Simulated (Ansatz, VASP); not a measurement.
# One calculation of AlP, two programs

```xyz
2
Lattice="0.0000 2.7365 2.7365 2.7365 0.0000 2.7365 2.7365 2.7365 0.0000" Properties=species:S:1:pos:R:3 pbc="T T T"
Al    0.0000    0.0000    0.0000
P     1.3682    1.3682    1.3682
```

Alike in both runs: task single point; functional PBE; k mesh 6 × 6 × 6; occupations gaussian, width 0.1 eV; no spin polarisation.

|  | VASP | Ansatz |
| --- | --- | --- |
| version | VASP 6.6.1 | Ansatz 0.2.0 |
| potentials or method | VASP PAW PBE potentials, release 64 (Al, P), cutoff 500 eV | scalar-relativistic, plane waves, PAW |
| valence electrons in the cell | 8 | 8 |

Ansatz gave:

```
gap on the k mesh at the Fermi level (eV) : 1.59
least direct gap on the mesh (eV)         : 3.25
pressure (GPa)                            : 1.7
```

Estimate VASP's values.

gap on the k mesh at the Fermi level (eV): 1.59; least direct gap on the mesh (eV): 3.24; pressure (GPa): 1.6.
